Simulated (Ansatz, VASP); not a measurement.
# Re: VASP beside Ansatz

The input INCAR:

```
SYSTEM = Re
  ALGO = Normal
  EDIFF = 1E-6
  ENCUT = 520
  GGA = PE
  ISIF = 2
  ISMEAR = 0
  LASPH = .TRUE.
  LCHARG = .FALSE.
  LREAL = .FALSE.
  LWAVE = .FALSE.
  NBANDS = 10
  NELM = 80
  PREC = Accurate
  SIGMA = 0.15
```

KPOINTS

```
k-points
0
G
  10 10 10
  0 0 0
```

File POSCAR:

```
Re
1.0
    0.0000000000      2.0041846911      1.8081754283
    2.0041846911      0.0000000000      1.8081754283
    2.0041846911      2.0041846911      0.0000000000
Re
1
Direct
    0.0000000000      0.0000000000      0.0000000000
```

Input for Ansatz:

```yaml
crystal:
  lattice:
    - [0.0, 2.0041846911, 1.8081754283]
    - [2.0041846911, 0.0, 1.8081754283]
    - [2.0041846911, 2.0041846911, 0.0]
  atoms:
    - { symbol: Re, position: [0.0, 0.0, 0.0] }
basis:
  ecutwfc: 420
kpoints:
  mp_grid: { grid: [10, 10, 10] }
hamiltonian:
  xc: pbe
scf:
  occupations: { method: gaussian, width: 0.15 }
output:
  forces: true
  stress: true
  eigenvalues: true
```

Alike in both runs: task single point; functional PBE; k mesh 10 × 10 × 10; occupations gaussian, width 0.15 eV; no spin polarisation.

|  | VASP | Ansatz |
| --- | --- | --- |
| version | VASP 6.6.1 | Ansatz 0.2.0 |
| potentials or method | VASP PAW PBE potentials, release 64 (Re), cutoff 520 eV | scalar-relativistic, plane waves, PAW |
| valence electrons in the cell | 7 | 15 |

|  | VASP | Ansatz | Ansatz less VASP |
| --- | --- | --- | --- |
| gap on the k mesh at the Fermi level (eV) | none | none | - |
| pressure (GPa) | 13.0 | 13.4 | +0.31 |
| traceless stress, the component that is largest in VASP (GPa) | 15.24 | 15.29 | +0.053 |

A gap of «none» marks a metal or a gap that the smearing closes. With one functional, cell and mesh, what is left measures potentials, basis and numerics. VASP's potentials hold 7 valence electrons a cell and Ansatz's 15, so a difference there can come from the potentials and not from the codes.

Spin-orbit coupling is off throughout.
